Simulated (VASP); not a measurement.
A run of VASP 6.6.1:

File POSCAR:

```
Mg
1.0
    0.0000000000      3.2884576233      3.2884576233
    3.2884576233      0.0000000000      3.2884576233
    3.2884576233      3.2884576233      0.0000000000
Mg
2
Direct
    0.1250000000      0.1250000000      0.1250000000
    0.8750000000      0.8750000000      0.8750000000
```

File INCAR.step1:

```
ALGO = Normal
EDIFF = 1E-4
ENCUT = 520
GGA = PE
ISMEAR = -1
LASPH = True
LCHARG = False
LREAL = False
LWAVE = True
NBANDS = 9
NELM = 100
PREC = Accurate
SIGMA = 0.1
```

INCAR.step2

```
ALGO = Normal
EDIFF = 1E-6
ENCUT = 520
ISIF = 2
ISMEAR = -1
ISTART = 1
LASPH = True
LCHARG = False
LMIXTAU = True
LREAL = False
LWAVE = False
METAGGA = R2SCAN
NBANDS = 9
NELM = 100
PREC = Accurate
SIGMA = 0.1
```

The input KPOINTS:

```
k-points
0
Gamma
  9 9 9
```

Potentials or basis: VASP PAW PBE potentials, release 64 (Mg).

Command:

```bash
$ cat potpaw_PBE.64/Mg/POTCAR > POTCAR
$ cp INCAR.step1 INCAR
$ mpirun -np 1 vasp_std > vasp.out
$ cp INCAR.step2 INCAR
$ mpirun -np 1 vasp_std > vasp.out
```

Hardware: 1 thread of AMD EPYC 7R43 64-Core Processor (Zen 3), on a shared host.

**Question.** Estimate the wall time of this run.

**Answer.** Wall time 79 s on 1 thread of AMD EPYC 7R43 64-Core Processor (Zen 3), on a shared host, peak memory 0.18 GiB. Counts: k points 35.
